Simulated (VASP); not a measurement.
Here is a VASP 6.6.1 calculation.

INCAR

```
PREC = Accurate ; ENCUT = 520
EDIFF = 1E-6 ; ISMEAR = 0
SIGMA = 0.01 ; LREAL = Auto
LASPH = True ; NELM = 80
ALGO = Normal ; ISIF = 2
LWAVE = False ; LCHARG = False
GGA = PE ; NBANDS = 126
NELECT = 194.0
```

The input KPOINTS:

```
regular mesh
0
Gamma
  3 3 3
```

Contents of POSCAR:

```
B24HN24
1.0
    0.0000000000      0.0000000000      8.3431560662
    7.5365434625     -4.3512253968      0.0000000000
    0.0000000000      8.7024507937      0.0000000000
B N H
24 24 1
Direct
    0.2768551299      0.0000000000      0.1653736659
    0.2729937566      0.4996460471      0.1664501653
    0.2782380398      0.3325276685      0.3325276685
    0.2729937566      0.1664501653      0.4996460471
    0.2782380398      0.0000000000      0.6674723315
    0.2729937566      0.8335498347      0.3331958818
    0.2729937566      0.6668041182      0.5003539529
    0.2729937566      0.5003539529      0.6668041182
    0.2729937566      0.3331958818      0.8335498347
    0.2768551299      0.1653736659      0.0000000000
    0.2768551299      0.8346263341      0.8346263341
    0.2782380398      0.6674723315      0.0000000000
    0.7231448701      0.1653736659      0.1653736659
    0.7270062434      0.6668041182      0.1664501653
    0.7270062434      0.4996460471      0.3331958818
    0.7270062434      0.3331958818      0.4996460471
    0.7270062434      0.1664501653      0.6668041182
    0.7217619602      0.0000000000      0.3325276685
    0.7270062434      0.8335498347      0.5003539529
    0.7217619602      0.6674723315      0.6674723315
    0.7270062434      0.5003539529      0.8335498347
    0.7217619602      0.3325276685      0.0000000000
    0.7231448701      0.0000000000      0.8346263341
    0.7231448701      0.8346263341      1.0000000000
    0.7133813773      0.0000000000      0.1674219137
    0.7264052187      0.5001307537      0.1666593296
    0.7267289211      0.3329891329      0.3329891329
    0.7264052187      0.1666593296      0.5001307537
    0.7267289211      0.0000000000      0.6670108671
    0.7264052187      0.8333406704      0.3334714241
    0.7264052187      0.6665285759      0.4998692463
    0.7264052187      0.4998692463      0.6665285759
    0.7264052187      0.3334714241      0.8333406704
    0.7133813773      0.1674219137      0.0000000000
    0.7133813773      0.8325780863      0.8325780863
    0.7267289211      0.6670108671      0.0000000000
    0.2866186227      0.1674219137      0.1674219137
    0.2735947813      0.6665285759      0.1666593296
    0.2735947813      0.5001307537      0.3334714241
    0.2735947813      0.3334714241      0.5001307537
    0.2735947813      0.1666593296      0.6665285759
    0.2732710789      0.0000000000      0.3329891329
    0.2735947813      0.8333406704      0.4998692463
    0.2732710789      0.6670108671      0.6670108671
    0.2735947813      0.4998692463      0.8333406704
    0.2732710789      0.3329891329      0.0000000000
    0.2866186227      0.0000000000      0.8325780863
    0.2866186227      0.8325780863      1.0000000000
    0.0000000000      0.0000000000      0.0000000000
```

Potentials or basis: VASP PAW PBE potentials, release 64 (B, N, H).

Run with:

```console
$ cat potpaw_PBE.64/B/POTCAR potpaw_PBE.64/N/POTCAR potpaw_PBE.64/H/POTCAR > POTCAR
$ mpirun -np 1 vasp_std > vasp.out
```

(1) What does it give for the largest force?

## Answers

(1) 0.009 eV/Å.

Caveat: the cell carries a net charge on a neutralising background, which shifts energy and pressure; the cell differs from its parent crystal (with an interstitial atom, then relaxed in part).
